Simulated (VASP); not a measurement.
A run of VASP 6.6.1 is set up as follows.

Contents of INCAR:

```
PREC     = Accurate       # precision mode
ENCUT    = 520            # plane-wave cutoff, eV
EDIFF    = 1E-6           # SCF threshold, eV
ISMEAR   = 0              # smearing method
SIGMA    = 0.1            # smearing width, eV
LREAL    = False          # projectors in reciprocal space
LASPH    = True           # aspherical terms in the spheres
NELM     = 60             # most SCF steps
ALGO     = Normal         # electronic algorithm
ISIF     = 2              # what is computed and relaxed
LWAVE    = False          # write WAVECAR
LCHARG   = True           # write CHGCAR
GGA      = PS             # functional
LELF     = True           # ELF
LVHAR    = True         
NBANDS   = 21             # bands
```

KPOINTS

```
Automatic mesh
0
Gamma
  10 10 10
```

File POSCAR:

```
Pb
1.0
    0.0000000000      3.4566534507      3.4566534507
    3.4566534507      0.0000000000      3.4566534507
    3.4566534507      3.4566534507      0.0000000000
Pb
2
Direct
    0.5000000000      0.5000000000      0.5000000000
    0.7500000000      0.7500000000      0.7500000000
```

Potentials or basis: VASP PAW PBE potentials, release 64 (Pb_d).

Command:

```console
$ cat potpaw_PBE.64/Pb_d/POTCAR > POTCAR
$ mpirun -np 1 vasp_std > vasp.out
```

**Question.** Estimate the band gap on the k mesh.

**Answer.** Zero (band 14 reaches 4.42 eV, above the bottom of band 15 at 3.30 eV).

**Question.** Estimate the pressure.

**Answer.** -0.2 GPa.

Caveat: the PAW data sets were made with another functional, which shifts forces and pressure a little; spin-orbit coupling is left out, which moves the levels of the heavy elements.
